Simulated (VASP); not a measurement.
Write the native input for VASP 6.6.1 that does the following.

```
Task                   : single point
Functional             : PBE
Potentials or basis    : VASP PAW PBE potentials, release 64 (Ta_pv, P, Au)
Cutoff                 : 520 eV
k mesh                 : 6 × 6 × 8
Occupations            : gaussian, width 0.1 eV
Spin                   : no spin polarisation
Dipole correction      : no
Further INCAR settings : ALGO = Normal; EDIFF = 1e-06; NBANDS = 60
```

The structure of TaPAu3 lies in POSCAR:

```
TaPAu3
1.0
    6.8183529585      0.0000000000      0.0000000000
   -3.4091764793      5.9048668741      0.0000000000
    0.0000000000      0.0000000000      4.6143355284
Ta P Au
2 2 6
Direct
    0.3333333333      0.6666666667      0.7500000000
    0.6666666667      0.3333333333      0.2500000000
    0.0000000000      0.0000000000      0.5000000000
    0.0000000000      0.0000000000      0.0000000000
    0.1956095605      0.3912191210      0.2500000000
    0.8043904395      0.1956095605      0.7500000000
    0.8043904395      0.6087808790      0.7500000000
    0.1956095605      0.8043904395      0.2500000000
    0.6087808790      0.8043904395      0.2500000000
    0.3912191210      0.1956095605      0.7500000000
```

These files were run (other wordings do the same):

INCAR

```
PREC = Accurate
ENCUT = 520
EDIFF = 1E-6
ISMEAR = 0
SIGMA = 0.1
LREAL = False
LASPH = True
NELM = 60
ALGO = Normal
ISIF = 2
LWAVE = False
LCHARG = False
GGA = PE
NBANDS = 60
```

KPOINTS

```
Automatic mesh
0
Gamma
  6 6 8
```

Potentials or basis: VASP PAW PBE potentials, release 64 (Ta_pv, P, Au).

Run with:

```console
$ cat potpaw_PBE.64/Ta_pv/POTCAR potpaw_PBE.64/P/POTCAR potpaw_PBE.64/Au/POTCAR > POTCAR
$ mpirun -np 1 vasp_std > vasp.out
```

It gave:

| Item | Value |
| --- | --- |
| Pressure | -0.2 GPa |
| Largest force | 0.004 eV/Å |
| Band gap on the k mesh | zero (bands 49 and 50 overlap by 0.86 eV) |

Caveat: spin-orbit coupling is left out, which moves the levels of the heavy elements.

It took 4.4 min on 1 thread of Intel(R) Xeon(R) 6975P-C (Granite Rapids), on a shared host, peak memory 0.51 GiB.
